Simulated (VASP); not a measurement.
ZnS (x): single point with PBEsol

ZnS (x):

```
Zn S
1.0
     3.82300    0.00000    0.00000
    -1.91150    3.31082    0.00000
     0.00000    0.00000    6.26100
Zn S
2 2
Direct
  0.33333 0.66667 0.95316
  0.66667 0.33333 0.45316
  0.33333 0.66667 0.42184
  0.66667 0.33333 0.92184
```

- Program: VASP 6.6.1
- Task: single point
- Functional: PBEsol
- Potentials or basis: VASP PAW PBE potentials, release 64 (Zn, S)
- Cutoff: 520 eV
- k mesh: 9 × 9 × 6
- Occupations: gaussian, width 0.01 eV
- Spin: no spin polarisation
- Dipole correction: no
- Further INCAR settings: ALGO = Normal; EDIFF = 1e-06; NBANDS = 26

```yaml
Pressure: 2.6 GPa
Largest_force: 0.470 eV/Å
Band_gap_on_the_k_mesh: 2.38 eV, indirect (the least direct gap lies 1.0 meV higher)
```

Forces in eV/Å, atoms in the order of the input:
```
Zn   0.000  0.000  0.470
Zn   0.000  0.000  0.470
S    0.000  0.000 -0.470
S    0.000  0.000 -0.470
```

Stress tensor (GPa, compression positive):
```
 4.89  0.00  0.00
 0.00  4.89  0.00
 0.00  0.00 -1.84
```

Levels at points of the mesh, in eV from the valence-band top:
| k point | band 16 | band 17 | band 18 | band 19 | band 20 | band 21 |
| --- | --- | --- | --- | --- | --- | --- |
| (0.00, 0.00, 0.00) | -0.09 | -0.09 | 0.00 | 2.38 | 2.40 | 6.20 |
| (0.00, 0.00, 0.50) | -0.37 | -0.37 | -0.37 | 3.11 | 3.11 | 6.51 |

Run time: 35 s on 1 thread of Intel(R) Xeon(R) 6975P-C (Granite Rapids) (shared host), peak memory 0.22 GiB.

Caveat: the PAW data sets were made with another functional, which shifts forces and pressure a little. Expect the measured gap to be larger: semilocal functionals such as PBEsol lack the derivative discontinuity.
